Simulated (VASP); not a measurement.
# CuI (Fm-3m) in VASP: further runs

CuI is run at these levels: r2SCAN+D3(BJ), r2SCAN; tasks: single point.

All numbers are computed with VASP 6.6.1; they aren't measurements. Logs are shortened: lines on timing, memory, paths and dates and some standing lists are left out, and cuts for length are marked.

**1. The cell of the first run**

Symmetry: Fm-3m, No. 225, cubic system. Conventional cell: a = 5.724 Å, b = 5.724 Å, c = 5.724 Å, α = 90.00°, β = 90.00°, γ = 90.00°. Cu (site symmetry m-3m) has 6 I at 2.86 Å within 3.8 Å. Within 3.8 Å of I (site symmetry m-3m) lie 6 Cu at 2.86 Å.

**2. Single point, r2SCAN+D3(BJ), collinear spin, zero start**

Input file POSCAR:

```
CuI
1.0
    0.0000000000      2.8620890000      2.8620890000
    2.8620890000      0.0000000000      2.8620890000
    2.8620890000      2.8620890000      0.0000000000
Cu I
1 1
Direct
    0.0000000000      0.0000000000      0.0000000000
    0.5000000000      0.5000000000      0.5000000000
```

Input file INCAR.step1:

```
ALGO = Normal
EDIFF = 1E-4
ENCUT = 520
GGA = PE
ISMEAR = -1
ISPIN = 2
ISYM = 0
LASPH = True
LCHARG = False
LMAXMIX = 4
LREAL = False
LWAVE = True
MAGMOM = 0 0
NBANDS = 20
NELM = 150
PREC = Accurate
SIGMA = 0.1
```

Input file INCAR.step2:

```
ALGO = Normal
EDIFF = 1E-6
ENCUT = 520
ISIF = 2
ISMEAR = -1
ISPIN = 2
ISTART = 1
ISYM = 0
IVDW = 12
LASPH = True
LCHARG = False
LMAXMIX = 4
LMIXTAU = True
LORBIT = 11
LREAL = False
LWAVE = False
MAGMOM = 0 0
METAGGA = R2SCAN
NBANDS = 20
NELM = 150
PREC = Accurate
SIGMA = 0.1
VDW_A1 = 0.49484001
VDW_A2 = 5.73083694
VDW_S6 = 1.0
VDW_S8 = 0.78981345
```

Input file KPOINTS:

```
Automatic mesh
0
Gamma
  1 5 1
  0 0 0.5
```

Potentials or basis: VASP PAW PBE potentials, release 64 (Cu, I).

The run is started by

```
$ cat potpaw_PBE.64/Cu/POTCAR potpaw_PBE.64/I/POTCAR > POTCAR
$ cp INCAR.step1 INCAR
$ mpirun -np 1 vasp_std > vasp.out
$ cp INCAR.step2 INCAR
$ mpirun -np 1 vasp_std > vasp.out
```

OUTCAR:

```text
EDIFF = 1E-6
   ENCUT = 520
   ISIF = 2
   ISMEAR = -1
   ISPIN = 2
   ISTART = 1
   ISYM = 0
   IVDW = 12
   LASPH = True
   LORBIT = 11
   LREAL = False
   METAGGA = R2SCAN
   NELM = 150
   PREC = Accurate
 IVDW          = 12

 ion  position               nearest neighbor table
   1  0.000  0.000  0.000-   2 2.86   2 2.86   2 2.86   2 2.86   2 2.86   2 2.86
   2  0.500  0.500  0.500-   1 2.86   1 2.86   1 2.86   1 2.86   1 2.86   1 2.86

IMPORTANT INFORMATION: All symmetrisations will be switched off!
NOSYMM: (Re-)initialisation of all symmetry stuff for point group C_1.

----------------------------------------------------------------------------------------

                                     Primitive cell

  volume of cell :      46.8899

  direct lattice vectors                    reciprocal lattice vectors
     0.000000000  2.862089000  2.862089000    -0.174697572  0.174697572  0.174697572
     2.862089000  0.000000000  2.862089000     0.174697572 -0.174697572  0.174697572
     2.862089000  2.862089000  0.000000000     0.174697572  0.174697572 -0.174697572

  length of vectors
     4.047605081  4.047605081  4.047605081     0.302585071  0.302585071  0.302585071

  position of ions in fractional coordinates (direct lattice)
     0.000000000  0.000000000  0.000000000
     0.500000000  0.500000000  0.500000000

  ion indices of the primitive-cell ions
   primitive index   ion index
                 1           1
                 2           2

----------------------------------------------------------------------------------------

 KPOINTS: Automatic mesh

Automatic generation of k-mesh.
 Grid dimensions read from file:
 generate k-points for:    1    5    1

 Generating k-lattice:

  Cartesian coordinates                     Fractional coordinates (reciprocal lattice)
    -0.174697572  0.174697572  0.174697572     1.000000000  0.000000000  0.000000000
     0.034939514 -0.034939514  0.034939514     0.000000000  0.200000000  0.000000000
     0.174697572  0.174697572 -0.174697572     0.000000000  0.000000000  1.000000000

  Length of vectors
     0.302585071  0.060517014  0.302585071

  Shift w.r.t. Gamma in fractional coordinates (k-lattice)
     0.000000000  0.000000000  0.500000000

 -----------------------------------------------------------------------------
|                                                                             |
|           W    W    AA    RRRRR   N    N  II  N    N   GGGG   !!!           |
|           W    W   A  A   R    R  NN   N  II  NN   N  G    G  !!!           |
|           W    W  A    A  R    R  N N  N  II  N N  N  G       !!!           |
|           W WW W  AAAAAA  RRRRR   N  N N  II  N  N N  G  GGG   !            |
|           WW  WW  A    A  R   R   N   NN  II  N   NN  G    G                |
|           W    W  A    A  R    R  N    N  II  N    N   GGGG   !!!           |
|                                                                             |
|     Your reciprocal lattice and k-lattice belong to different lattice       |
|     classes:                                                                |
|                                                                             |
|        The reciprocal lattice is body-centered cubic,                       |
|        whereas your k-lattice is rhombohedral (trigonal).                   |
|                                                                             |
|     Results are often still useful ...                                      |
|                                                                             |
 -----------------------------------------------------------------------------

 WARNING: IBZKPT: internal override: KBLOWUP is changed to .FALSE.
      ... skipping the blow-up phase ...

 Subroutine IBZKPT returns following result:
 ===========================================

 Found      3 irreducible k-points:

 Following reciprocal coordinates:
            Coordinates               Weight
  0.000000  0.000000  0.500000      1.000000
  0.000000  0.200000  0.500000      2.000000
  0.000000  0.400000  0.500000      2.000000
   k-points           NKPTS =      3   k-points in BZ     NKDIM =      3   number of bands    NBANDS=     20
   number of dos      NEDOS =    301   number of ions     NIONS =      2
   total plane-waves  NPLWV =  27000
   dimension x,y,z NGX =    30 NGY =   30 NGZ =   30
   dimension x,y,z NGXF=    60 NGYF=   60 NGZF=   60
   ions per type =               1   1
   NGX,Y,Z   is equivalent  to a cutoff of  12.32, 12.32, 12.32 a.u.
   NGXF,Y,Z  is equivalent  to a cutoff of  24.64, 24.64, 24.64 a.u.
 SYSTEM =  unknown system
   PREC   = accura    normal or accurate (medium, high low for compatibility)
   ISTART =      1    job   : 0-new  1-cont  2-samecut
   ICHARG =      0    charge: 1-file 2-atom 10-const
   ISPIN  =      2    spin polarized calculation?
   LNONCOLLINEAR =      F non collinear calculations
   LSORBIT =      F    spin-orbit coupling
   LASPH  =      T    aspherical Exc in radial PAW
   ENCUT  =  520.0 eV  38.22 Ry    6.18 a.u.   7.53  7.53  7.53*2*pi/ulx,y,z
   NELM   =    150;   NELMIN=  2; NELMDL=  0     # of ELM steps
   EDIFF  = 0.1E-05   stopping-criterion for ELM
   LREAL  =      F    real-space projection
   EDIFFG = 0.1E-04   stopping-criterion for IOM
   NSW    =      0    number of steps for IOM
   IBRION =     -1    ionic relax: 0-MD 1-quasi-New 2-CG
   NFREE  =      0    steps in history (QN), initial steepest desc. (CG)
   ISIF   =      2    stress and relaxation
   ISYM   =      0    0-nonsym 1-usesym 2-fastsym
   POTIM  = 0.5000    time-step for ionic-motion
   TEBEG  =    0.0;   TEEND  =   0.0 temperature during run
   PSTRESS=    0.0 pullay stress
   NELECT =      18.0000    total number of electrons
   NUPDOWN=      -1.0000    fix difference up-down
   EMIN   =  10.00;   EMAX   =-10.00  energy-range for DOS
   EFERMI =   0.00;   METHOD = LEGACY
   ISMEAR =    -1;   SIGMA  =   0.10  broadening in eV -4-tet -1-fermi 0-gaus
   EFERMI_NEDOS =   21; number of points for ismear=-14 and -15
   IALGO  =     38    algorithm
   IMIX   =      4    mixing-type and parameters
     AMIX     =   0.40;   BMIX     =  1.00
     AMIX_MAG =   1.60;   BMIX_MAG =  1.00
  volume/ion in A,a.u.               =      23.44       158.21
  Fermi-wavevector in a.u.,A,eV,Ry     =   1.189796  2.248389 19.260607  1.415615
  Thomas-Fermi vector in A             =   2.325895
   LORBIT       =     11    0 simple, 1 ext, 2 COOP (PROOUT), +10 PAW based schemes
   METAGGA = R2SCAN    functional components
   LHFCALC =     F    Hartree Fock is set to
   AEXX    =    0.0000 exact exchange contribution
   IVDW    =    12    specifies the selected vdW correction
   LEPSILON=     F    determine dielectric tensor
   LRPA    =     F    only Hartree local field effects (RPA)
 spin polarized calculation
  energy-cutoff  :      520.00
  volume of cell :       46.89
 maximum number of plane-waves:      1262
 NGX is ok and might be reduce to    30
   NGX = 15   NGY = 15   NGZ = 15

 number of electron      18.0000005 magnetization       0.0000427

 number of electron      18.0000005 magnetization      -0.0000016

 Free energy of the ion-electron system (eV)
  ---------------------------------------------------
  ext. energy  EPLUGINS =         0.00000000
  ---------------------------------------------------
  free energy    TOTEN  =       -35.93054512 eV

  energy without entropy =      -35.87354503  energy(sigma->0) =      -35.90204508

 E-fermi :   6.2882     XC(G=0): -10.5405

 val. band max:        6.1277327428   @ k =   0.0000   0.0000   0.5000
 cond. band min:       6.4897158749   @ k =   0.0000   0.4000   0.5000
 fundamental gap:      0.3619831321
 Fermi energy:         6.2881729858

 spin component 1

 k-point     1 :       0.0000    0.0000    0.5000
  band No.  band energies     occupation
      1      -7.7470      1.00000
      2      -0.6504      1.00000
      3       2.3655      1.00000
      4       2.4541      1.00000
      5       4.3537      1.00000
      6       4.4026      1.00000
      7       4.4776      1.00000
      8       6.0259      0.93232
      9       6.1277      0.83264
     10       9.4029      0.00000
     11      10.8850      0.00000
     12      10.9972      0.00000
     13      12.2758      0.00000
     14      17.4753      0.00000
     15      18.3483      0.00000
     16      18.3554      0.00000
     17      20.0715      0.00000
     18      20.2224      0.00000
     19      20.5235      0.00000
     20      27.0800      0.00000

 k-point     2 :       0.0000    0.2000    0.5000
  band No.  band energies     occupation
      1      -7.6796      1.00000
      2      -0.1080      1.00000
      3       1.9667      1.00000
      4       2.3911      1.00000
      5       4.2450      1.00000
      6       4.4184      1.00000
      7       4.4840      1.00000
      8       5.2412      0.99997
      9       5.2744      0.99996
     10       8.6995      0.00000
     11      11.4623      0.00000
     12      12.5656      0.00000
     13      13.9150      0.00000
     14      15.5999      0.00000
     15      18.5903      0.00000
     16      18.9373      0.00000
     17      20.2585      0.00000
     18      20.5257      0.00000
     19      23.9815      0.00000
     20      24.9897      0.00000

 k-point     3 :       0.0000    0.4000    0.5000
  band No.  band energies     occupation
      1      -7.5527      1.00000
      2       0.3877      1.00000
      3       2.0835      1.00000
      4       2.4569      1.00000
      5       3.9773      1.00000
      6       4.2744      1.00000
      7       4.4933      1.00000
      8       4.5265      1.00000
      9       4.7310      1.00000
     10       6.4897      0.11759
     11      11.0948      0.00000
     12      15.8260      0.00000
     13      15.9804      0.00000
     14      16.8612      0.00000
     15      19.5854      0.00000
     16      19.8779      0.00000
     17      20.5837      0.00000
     18      22.1227      0.00000
     19      22.4291      0.00000
     20      24.0154      0.00000
 Fermi energy:         6.2881729858

 spin component 2

 k-point     1 :       0.0000    0.0000    0.5000
  band No.  band energies     occupation
      1      -7.7470      1.00000
      2      -0.6505      1.00000
      3       2.3655      1.00000
      4       2.4541      1.00000
      5       4.3537      1.00000
      6       4.4026      1.00000
      7       4.4776      1.00000
      8       6.0259      0.93232
      9       6.1277      0.83263
     10       9.4029      0.00000
     11      10.8850      0.00000
     12      10.9972      0.00000
     13      12.2758      0.00000
     14      17.4753      0.00000
     15      18.3483      0.00000
     16      18.3554      0.00000
     17      20.0715      0.00000
     18      20.2224      0.00000
     19      20.5235      0.00000
     20      27.0804      0.00000

 k-point     2 :       0.0000    0.2000    0.5000
  band No.  band energies     occupation
      1      -7.6796      1.00000
      2      -0.1080      1.00000
      3       1.9667      1.00000
      4       2.3911      1.00000
      5       4.2450      1.00000
      6       4.4184      1.00000
      7       4.4840      1.00000
      8       5.2412      0.99997
      9       5.2744      0.99996
     10       8.6994      0.00000
     11      11.4623      0.00000
     12      12.5656      0.00000
     13      13.9150      0.00000
     14      15.5999      0.00000
     15      18.5903      0.00000
     16      18.9373      0.00000
     17      20.2585      0.00000
     18      20.5257      0.00000
     19      23.9815      0.00000
     20      24.9883      0.00000

 k-point     3 :       0.0000    0.4000    0.5000
  band No.  band energies     occupation
      1      -7.5527      1.00000
      2       0.3877      1.00000
      3       2.0835      1.00000
      4       2.4569      1.00000
      5       3.9773      1.00000
      6       4.2744      1.00000
      7       4.4933      1.00000
      8       4.5265      1.00000
      9       4.7310      1.00000
     10       6.4897      0.11759
     11      11.0948      0.00000
     12      15.8260      0.00000
     13      15.9804      0.00000
     14      16.8612      0.00000
     15      19.5854      0.00000
     16      19.8779      0.00000
     17      20.5837      0.00000
     18      22.1227      0.00000
     19      22.4291      0.00000
     20      24.0154      0.00000

------------------------ aborting loop because EDIFF is reached ----------------------------------------

 Edisp (eV)   -0.38617

 E8    (eV) :    -0.1317

  FORCE on cell =-STRESS in cart. coord.  units (eV):
  Direction    XX          YY          ZZ          XY          YZ          ZX
  --------------------------------------------------------------------------------------
  -------------------------------------------------------------------------------------
  Total      -2.98343    -0.33283    -0.33295    -0.43638     2.03415     0.43534
  in kB    -101.94062   -11.37257   -11.37667   -14.91055    69.50454    14.87496
  external pressure =      -41.56 kB  Pullay stress =        0.00 kB

 VOLUME and BASIS-vectors are now :
 -----------------------------------------------------------------------------
  energy-cutoff  :      520.00
  volume of cell :       46.89
      direct lattice vectors                 reciprocal lattice vectors
     0.000000000  2.862089000  2.862089000    -0.174697572  0.174697572  0.174697572
     2.862089000  0.000000000  2.862089000     0.174697572 -0.174697572  0.174697572
     2.862089000  2.862089000  0.000000000     0.174697572  0.174697572 -0.174697572

 POSITION                                       TOTAL-FORCE (eV/Angst)
 -----------------------------------------------------------------------------------
      0.00000      0.00000      0.00000         0.000001      0.000000     -0.000001
      2.86209      2.86209      2.86209        -0.000001     -0.000000      0.000001
 -----------------------------------------------------------------------------------
    total drift:                                0.000014     -0.000001     -0.000000

  FREE ENERGIE OF THE ION-ELECTRON SYSTEM (eV)
  ---------------------------------------------------
  free  energy   TOTEN  =       -36.3167153551 eV

  energy  without entropy=      -36.2597152599  energy(sigma->0) =      -36.28821531

 total charge

# of ion       s       p       d       tot
------------------------------------------
    1        0.241   0.198   9.393   9.832
    2        1.519   2.766   0.040   4.324
--------------------------------------------------
tot          1.760   2.964   9.433  14.157

 magnetization (x)

# of ion       s       p       d       tot
------------------------------------------
    1       -0.000  -0.000   0.000   0.000
    2        0.000   0.000  -0.000  -0.000
--------------------------------------------------
tot         -0.000  -0.000   0.000  -0.000
```

It took 88 s on 1 thread of Intel Xeon 6975P-C, shared host; peak memory 0.2 GiB.

What came out:

```
Free energy                                           : -36.3167 eV
Pressure                                              : -4.2 GPa
Band gap on the k mesh                                : 0.36 eV, indirect (least direct gap 1.76 eV)
Net moment                                            : 0.00 μB per cell
Valence electrons inside the program's atomic spheres : Cu 9.83; I 4.32
Dispersion energy per atom                            : -0.193 eV
```

Levels at points of the mesh, in eV from the valence-band top:
Spin up:
| k point | band 7 | band 8 | band 9 | band 10 | band 11 | band 12 |
| --- | --- | --- | --- | --- | --- | --- |
| (0.00, 0.00, 0.50) | -1.65 | -0.10 | 0.00 | 3.28 | 4.76 | 4.87 |
Spin down:
```
           k point  band 5  band 6  band 7  band 8  band 9  band 10  band 11  band 12  band 13  band 14
(0.00, 0.00, 0.50)   -1.77   -1.73   -1.65   -0.10    0.00     3.28     4.76     4.87     6.15    11.35
```

Caveat: the k points lie up to 1.90 Å⁻¹ apart; the PAW data sets were made with another functional, which shifts forces and pressure a little; spin-orbit coupling is left out, which moves the levels of the heavy elements. A k mesh can miss the band edges.

(Part 1 of 2 ends here.)
